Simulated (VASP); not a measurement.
## CaO: single point with PBEsol

Crystal: CaO.

```
Ca O
1.0
     0.02404    2.40356    2.40356
     2.40356    0.02404    2.40356
     2.42759    2.42759    0.00000
Ca O
1 1
Direct
  0.00000 0.00000 0.00000
  0.50000 0.50000 0.50000
```

```
Program                : VASP 6.6.1
Task                   : single point
Functional             : PBEsol
Potentials or basis    : VASP PAW PBE potentials, release 64 (Ca_sv, O)
Cutoff                 : 600 eV
k mesh                 : 8 × 8 × 8
Occupations            : fermi-dirac, width 0.05 eV
Spin                   : no spin polarisation
Dipole correction      : no
Further INCAR settings : ALGO = Normal; EDIFF = 1e-06; NBANDS = 15
```

The pressure is -2.3 GPa. The band gap on the k mesh is 3.50 eV (least direct gap 3.86 eV).

Stress tensor (GPa, compression positive):
```
-2.25 -1.53  0.00
-1.53 -2.25  0.00
 0.00  0.00 -2.29
```

Levels at points of the mesh, in eV from the valence-band top:
| k point | band 6 | band 7 | band 8 | band 9 | band 10 | band 11 |
| --- | --- | --- | --- | --- | --- | --- |
| (0.00, 0.00, 0.00) | -0.07 | -0.04 | 0.00 | 4.52 | 6.05 | 6.16 |
| (0.50, 0.00, 0.00) | -2.73 | -1.32 | -1.25 | 6.99 | 8.29 | 8.31 |
| (0.50, 0.50, 0.00) | -1.36 | -0.46 | -0.37 | 3.50 | 8.00 | 8.89 |
| (0.00, 0.00, 0.50) | -2.73 | -1.26 | -1.18 | 6.95 | 8.24 | 8.30 |
| (0.50, 0.00, 0.50) | -1.36 | -0.41 | -0.41 | 3.50 | 8.00 | 8.88 |

Run time: 70 s on 1 thread of Intel Xeon 8259CL, with other jobs on the host, peak memory 0.19 GiB.

Caveat: the PAW data sets were made with another functional, which shifts forces and pressure a little. A k mesh can miss the band edges.
